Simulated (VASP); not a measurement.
# Pb (Im-3m) in VASP: further runs

Pb is run at these levels: LDA; tasks: single point, relaxation of cell and atoms.

Everything below comes from runs of VASP 6.6.1. Logs are shortened: lines on timing, memory, paths and dates and some standing lists are left out, and cuts for length are marked.

**1. The cell of the first run**

It takes space group Im-3m (No. 229, cubic). Conventional cell: a = 3.763 Å, b = 3.763 Å, c = 3.763 Å, α = 90.00°, β = 90.00°, γ = 90.00°. Pb (site symmetry m-3m) has 14 Pb at 3.26 to 3.76 Å within 4.3 Å.

**2. Single point, LDA (volume scaled by 0.92)**

INCAR

```
SYSTEM = Pb
PREC = Accurate ; ENCUT = 520
EDIFF = 1E-6 ; ISMEAR = -1
SIGMA = 0.1 ; LREAL = .FALSE.
LASPH = .TRUE. ; NELM = 60
ALGO = Normal ; ISIF = 2
LWAVE = .FALSE. ; LCHARG = .FALSE.
NBANDS = 13
```

KPOINTS

```
regular mesh
0
G
  13 13 13
  0 0 0
```

POSCAR

```
Pb
1.0
   -1.8813162567      1.8813162567      1.8813162567
    1.8813162567     -1.8813162567      1.8813162567
    1.8813162567      1.8813162567     -1.8813162567
Pb
1
Direct
    0.0000000000      0.0000000000      0.0000000000
```

Potentials or basis: VASP PAW LDA potentials, release 64 (Pb_d).

The run is started by

```
$ cat potpaw_LDA.64/Pb_d/POTCAR > POTCAR
$ mpirun -np 1 vasp_std > vasp.out
```

OUTCAR:

```text
SYSTEM = Pb
   PREC = Accurate
   ENCUT = 520
   EDIFF = 1E-6
   ISMEAR = -1
   LREAL = .FALSE.
   LASPH = .TRUE.
   NELM = 60
   ISIF = 2

 ion  position               nearest neighbor table
   1  0.000  0.000  0.000-

  LATTYP: Found a body centered cubic cell.
 ALAT       =     3.7626325134

  Lattice vectors:

 A1 = (  -1.8813162567,   1.8813162567,   1.8813162567)
 A2 = (   1.8813162567,  -1.8813162567,   1.8813162567)
 A3 = (   1.8813162567,   1.8813162567,  -1.8813162567)

Analysis of symmetry for initial positions (statically):
=====================================================================
 Subroutine PRICEL returns:
 Original cell was already a primitive cell.

 Routine SETGRP: Setting up the symmetry group for a
 body centered cubic supercell.

 Subroutine GETGRP returns: Found 48 space group operations
 (whereof 48 operations were pure point group operations)
 out of a pool of 48 trial point group operations.

The static configuration has the point symmetry O_h .

Analysis of symmetry for dynamics (positions and initial velocities):
=====================================================================
 Subroutine PRICEL returns:
 Original cell was already a primitive cell.

 Routine SETGRP: Setting up the symmetry group for a
 body centered cubic supercell.

 Subroutine GETGRP returns: Found 48 space group operations
 (whereof 48 operations were pure point group operations)
 out of a pool of 48 trial point group operations.

The dynamic configuration has the point symmetry O_h .

 Subroutine INISYM returns: Found 48 space group operations
 (whereof 48 operations are pure point group operations),
 and found     1 'primitive' translations

----------------------------------------------------------------------------------------

                                     Primitive cell

  volume of cell :      26.6346

  direct lattice vectors                    reciprocal lattice vectors
    -1.881316257  1.881316257  1.881316257     0.000000000  0.265771371  0.265771371
     1.881316257 -1.881316257  1.881316257     0.265771371  0.000000000  0.265771371
     1.881316257  1.881316257 -1.881316257     0.265771371  0.265771371  0.000000000

  length of vectors
     3.258535342  3.258535342  3.258535342     0.375857477  0.375857477  0.375857477

  position of ions in fractional coordinates (direct lattice)
     0.000000000  0.000000000  0.000000000

  ion indices of the primitive-cell ions
   primitive index   ion index
                 1           1

----------------------------------------------------------------------------------------

 KPOINTS: regular mesh

Automatic generation of k-mesh.
 Grid dimensions read from file:
 generate k-points for:   13   13   13

 Generating k-lattice:

  Cartesian coordinates                     Fractional coordinates (reciprocal lattice)
     0.000000000  0.020443952  0.020443952     0.076923077  0.000000000  0.000000000
     0.020443952  0.000000000  0.020443952     0.000000000  0.076923077  0.000000000
     0.020443952  0.020443952  0.000000000     0.000000000  0.000000000  0.076923077

  Length of vectors
     0.028912114  0.028912114  0.028912114

  Shift w.r.t. Gamma in fractional coordinates (k-lattice)
     0.000000000  0.000000000  0.000000000

 Subroutine IBZKPT returns following result:
 ===========================================

 Found     84 irreducible k-points:

 Following reciprocal coordinates:
            Coordinates               Weight
  0.000000  0.000000  0.000000      1.000000
  0.076923  0.000000  0.000000     12.000000
  0.153846  0.000000  0.000000     12.000000
  0.230769  0.000000  0.000000     12.000000
  0.307692  0.000000  0.000000     12.000000
  0.384615  0.000000  0.000000     12.000000
[... 16 lines left out ...]
  0.153846  0.076923  0.076923     24.000000
  0.230769  0.076923  0.076923     24.000000
 [... further k-points ...]
   k-points           NKPTS =     84   k-points in BZ     NKDIM =     84   number of bands    NBANDS=     13
   number of dos      NEDOS =    301   number of ions     NIONS =      1
   total plane-waves  NPLWV =  13824
   dimension x,y,z NGX =    24 NGY =   24 NGZ =   24
   dimension x,y,z NGXF=    48 NGYF=   48 NGZF=   48
   ions per type =               1
   NGX,Y,Z   is equivalent  to a cutoff of  12.24, 12.24, 12.24 a.u.
   NGXF,Y,Z  is equivalent  to a cutoff of  24.49, 24.49, 24.49 a.u.
 SYSTEM =  Pb
   PREC   = accura    normal or accurate (medium, high low for compatibility)
   ISTART =      0    job   : 0-new  1-cont  2-samecut
   ICHARG =      2    charge: 1-file 2-atom 10-const
   ISPIN  =      1    spin polarized calculation?
   LNONCOLLINEAR =      F non collinear calculations
   LSORBIT =      F    spin-orbit coupling
   LASPH  =      T    aspherical Exc in radial PAW
   ENCUT  =  520.0 eV  38.22 Ry    6.18 a.u.   6.06  6.06  6.06*2*pi/ulx,y,z
   NELM   =     60;   NELMIN=  2; NELMDL= -5     # of ELM steps
   EDIFF  = 0.1E-05   stopping-criterion for ELM
   LREAL  =      F    real-space projection
   EDIFFG = 0.1E-04   stopping-criterion for IOM
   NSW    =      0    number of steps for IOM
   IBRION =     -1    ionic relax: 0-MD 1-quasi-New 2-CG
   NFREE  =      0    steps in history (QN), initial steepest desc. (CG)
   ISIF   =      2    stress and relaxation
   ISYM   =      2    0-nonsym 1-usesym 2-fastsym
   POTIM  = 0.5000    time-step for ionic-motion
   TEBEG  =    0.0;   TEEND  =   0.0 temperature during run
   PSTRESS=    0.0 pullay stress
   NELECT =      14.0000    total number of electrons
   NUPDOWN=      -1.0000    fix difference up-down
   EMIN   =  10.00;   EMAX   =-10.00  energy-range for DOS
   EFERMI =   0.00;   METHOD = LEGACY
   ISMEAR =    -1;   SIGMA  =   0.10  broadening in eV -4-tet -1-fermi 0-gaus
   EFERMI_NEDOS =   21; number of points for ismear=-14 and -15
   IALGO  =     38    algorithm
   IMIX   =      4    mixing-type and parameters
     AMIX     =   0.40;   BMIX     =  1.00
     AMIX_MAG =   1.60;   BMIX_MAG =  1.00
  volume/ion in A,a.u.               =      26.63       179.74
  Fermi-wavevector in a.u.,A,eV,Ry     =   1.321201  2.496709 23.749966  1.745573
  Thomas-Fermi vector in A             =   2.450972
   LORBIT       =      0    0 simple, 1 ext, 2 COOP (PROOUT), +10 PAW based schemes
   GGA     = CA    functional components
   LHFCALC =     F    Hartree Fock is set to
   AEXX    =    0.0000 exact exchange contribution
   IVDW    =     0    specifies the selected vdW correction
   LEPSILON=     F    determine dielectric tensor
   LRPA    =     F    only Hartree local field effects (RPA)
 non-spin polarized calculation
  energy-cutoff  :      520.00
  volume of cell :       26.63
 maximum number of plane-waves:       728
   NGX = 13   NGY = 13   NGZ = 13

 number of electron      13.9999995 magnetization

 Free energy of the ion-electron system (eV)
  ---------------------------------------------------
  ext. energy  EPLUGINS =         0.00000000
  ---------------------------------------------------
  free energy    TOTEN  =        -4.19123705 eV

  energy without entropy =       -4.17508985  energy(sigma->0) =       -4.18316345

 E-fermi :   8.5631     XC(G=0): -11.0936

 val. band max:        8.5102677171   @ k =  -0.3077   0.3077   0.1538
 cond. band min:       8.5933798895   @ k =  -0.4615  -0.4615   0.2308
 fundamental gap:      0.0831121724
 Fermi energy:         8.5630670454

 k-point     1 :       0.0000    0.0000    0.0000
  band No.  band energies     occupation
      1      -8.6479      2.00000
      2      -8.6479      2.00000
      3      -8.6479      2.00000
      4      -8.2996      2.00000
      5      -8.2996      2.00000
      6      -4.1539      2.00000
      7      17.3709      0.00000
      8      17.3709      0.00000
      9      17.3709      0.00000
     10      19.8878      0.00000
     11      19.8878      0.00000
     12      19.8878      0.00000
     13      22.7357      0.00000

 k-point     2 :       0.0769    0.0000    0.0000
  band No.  band energies     occupation
      1      -8.6554      2.00000
      2      -8.6400      2.00000
      3      -8.6174      2.00000
      4      -8.3080      2.00000
      5      -8.3002      2.00000
      6      -4.0165      2.00000
      7      15.9840      0.00000
      8      16.8724      0.00000
      9      17.1297      0.00000
     10      19.2845      0.00000
     11      19.6964      0.00000
     12      19.8192      0.00000
     13      23.1400      0.00000

 k-point     3 :       0.1538    0.0000    0.0000
  band No.  band energies     occupation
      1      -8.6763      2.00000
      2      -8.6231      2.00000
      3      -8.5318      2.00000
      4      -8.3282      2.00000
      5      -8.3015      2.00000
      6      -3.6015      2.00000
      7      13.3640      0.00000
      8      15.7837      0.00000
      9      16.4632      0.00000
     10      18.5168      0.00000
     11      19.2978      0.00000
     12      20.0110      0.00000
     13      23.2676      0.00000
[... 305 lines left out ...]
 k-point    23 :       0.1538    0.0769    0.0769
  band No.  band energies     occupation
      1      -8.6900      2.00000
      2      -8.6439      2.00000
      3      -8.3736      2.00000
      4      -8.3327      2.00000
      5      -8.3118      2.00000
      6      -2.6269      2.00000
      7      10.3360      0.00000
      8      13.1849      0.00000
      9      13.9744      0.00000
     10      20.1122      0.00000
     11      20.6244      0.00000
     12      21.0138      0.00000
     13      23.4370      0.00000

 k-point    24 :       0.2308    0.0769    0.0769
  band No.  band energies     occupation
      1      -8.7185      2.00000
      2      -8.6321      2.00000
      3      -8.3414      2.00000
      4      -8.3081      2.00000
      5      -8.2742      2.00000
      6      -1.6721      2.00000
      7       8.1012      1.98047
      8      11.9819      0.00000
      9      13.2680      0.00000
     10      19.7434      0.00000
     11      20.4773      0.00000
     12      21.9636      0.00000
     13      23.6994      0.00000

 [... further k-points ...]

------------------------ aborting loop because EDIFF is reached ----------------------------------------

  FORCE on cell =-STRESS in cart. coord.  units (eV):
  Direction    XX          YY          ZZ          XY          YZ          ZX
  --------------------------------------------------------------------------------------
  -------------------------------------------------------------------------------------
  Total        0.8887151      0.8887151      0.8887151      0.0000000      0.0000000      0.0000000
  in kB       53.4598503     53.4598503     53.4598503      0.0000000      0.0000000      0.0000000
  external PRESSURE =      53.4598503 kB  Pullay stress =       0.0000000 kB

 VOLUME and BASIS-vectors are now :
 -----------------------------------------------------------------------------
  energy-cutoff  :      520.00
  volume of cell :       26.63
      direct lattice vectors                 reciprocal lattice vectors
    -1.881316257  1.881316257  1.881316257     0.000000000  0.265771371  0.265771371
     1.881316257 -1.881316257  1.881316257     0.265771371  0.000000000  0.265771371
     1.881316257  1.881316257 -1.881316257     0.265771371  0.265771371  0.000000000

 POSITION                                       TOTAL-FORCE (eV/Angst)
 -----------------------------------------------------------------------------------
      0.00000      0.00000      0.00000         0.000000     -0.000000     -0.000000
 -----------------------------------------------------------------------------------
    total drift:                                0.000000      0.000000     -0.000000

  FREE ENERGIE OF THE ION-ELECTRON SYSTEM (eV)
  ---------------------------------------------------
  free  energy   TOTEN  =        -4.1912370492 eV

  energy  without entropy=       -4.1750898506  energy(sigma->0) =       -4.18316345
```

Wall time 7.2 s (1 thread of Intel Xeon Platinum 8488C (Sapphire Rapids), shared host); peak memory 0.14 GiB.

Results:

| Property | Result |
| --- | --- |
| Free energy | -4.1912 eV |
| Pressure | 5.3 GPa |
| Band gap on the k mesh | zero (band 7 reaches 17.37 eV, above the bottom of band 8 at 6.30 eV) |

Levels at points of the mesh, in eV from the Fermi level:
```csv
k point,band 3,band 4,band 5,band 6,band 7,band 8,band 9,band 10,band 11,band 12
"(0.00, 0.00, 0.00)",-17.21,-16.86,-16.86,-12.72,8.81,8.81,8.81,11.32,11.32,11.32
```

Caveat: the cell differs from its parent crystal (volume scaled by 0.92); spin-orbit coupling is left out, which moves the levels of the heavy elements.

**3. Single point, LDA (volume scaled by 0.96)**

INCAR

```
SYSTEM = Pb
  PREC = Accurate
  ENCUT = 520
  EDIFF = 1E-7
  ISMEAR = -1
  SIGMA = 0.1
  LREAL = .False.
  LASPH = .True.
  NELM = 60
  ALGO = Normal
  ISIF = 2
  LWAVE = .False.
  LCHARG = .False.
  GGA = CA
  NBANDS = 13
```

KPOINTS

```
Automatic mesh
0
Gamma
  13 13 13
  0 0 0
```

POSCAR

```
Pb
1.0
   -1.9081958348      1.9081958348      1.9081958348
    1.9081958348     -1.9081958348      1.9081958348
    1.9081958348      1.9081958348     -1.9081958348
Pb
1
Direct
    0.0000000000      0.0000000000      0.0000000000
```

Potentials or basis: VASP PAW LDA potentials, release 64 (Pb_d).

The run is started by

```
$ cat potpaw_LDA.64/Pb_d/POTCAR > POTCAR
$ mpirun -np 1 vasp_std > vasp.out
```

It took 15 s on 1 thread of Intel Xeon Platinum 8488C (Sapphire Rapids), shared host; peak memory 0.16 GiB.

It converged, with:

```
Free energy            : -4.2194 eV
Pressure               : 2.4 GPa
Band gap on the k mesh : zero (band 7 reaches 16.41 eV, above the bottom of band 8 at 5.88 eV)
```

Levels at points of the mesh, in eV from the Fermi level:
```tsv
k point	band 3	band 4	band 5	band 6	band 7	band 8	band 9	band 10	band 11	band 12
(0.00, 0.00, 0.00)	-17.15	-16.84	-16.84	-12.39	8.38	8.38	8.38	11.28	11.28	11.28
```

Caveat: the cell differs from its parent crystal (volume scaled by 0.96); spin-orbit coupling is left out, which moves the levels of the heavy elements.

**4. Single point, LDA**

This run uses another cell than the first one, of 28.95 Å³/atom, 1.087 times its volume.

INCAR

```
SYSTEM = Pb
PREC     = Accurate       ! precision mode
ENCUT    = 520            ! plane-wave cutoff, eV
EDIFF    = 1E-7           ! SCF threshold, eV
ISMEAR   = -1             ! smearing method
SIGMA    = 0.1            ! smearing width, eV
LREAL    = .FALSE.        ! projectors in reciprocal space
LASPH    = .TRUE.         ! aspherical terms in the spheres
NELM     = 100            ! most SCF steps
ALGO     = Normal         ! electronic algorithm
ISIF     = 2              ! what is computed and relaxed
LWAVE    = .FALSE.        ! write WAVECAR
LCHARG   = .TRUE.         ! write CHGCAR
LELF     = .TRUE.         ! ELF
LVHAR    = .TRUE.       
NBANDS   = 13             ! bands
```

KPOINTS

```
Automatic mesh
0
G
  13 13 13
  0 0 0
```

POSCAR

```
Pb
1.0
   -1.9343387524      1.9343387524      1.9343387524
    1.9343387524     -1.9343387524      1.9343387524
    1.9343387524      1.9343387524     -1.9343387524
Pb
1
Direct
    0.0000000000      0.0000000000      0.0000000000
```

The run is started by

```
$ cat potpaw_LDA.64/Pb_d/POTCAR > POTCAR
$ mpirun -np 1 vasp_std > vasp.out
```

It took 16 s on 1 thread of Intel Xeon Platinum 8488C (Sapphire Rapids), shared host; peak memory 0.16 GiB.

The run converged. Its results:

```yaml
Free_energy: -4.2283 eV
Pressure: 0.0 GPa
Band_gap_on_the_k_mesh: zero (band 7 reaches 15.53 eV, above the bottom of band 8 at 5.49 eV)
```

Levels at points of the mesh, in eV from the Fermi level:
| k point | band 3 | band 4 | band 5 | band 6 | band 7 | band 8 | band 9 | band 10 | band 11 | band 12 |
| --- | --- | --- | --- | --- | --- | --- | --- | --- | --- | --- |
| (0.00, 0.00, 0.00) | -17.11 | -16.83 | -16.83 | -12.09 | 7.99 | 7.99 | 7.99 | 11.23 | 11.23 | 11.23 |

Caveat: spin-orbit coupling is left out, which moves the levels of the heavy elements.

(Continued in part 2 of 2.)
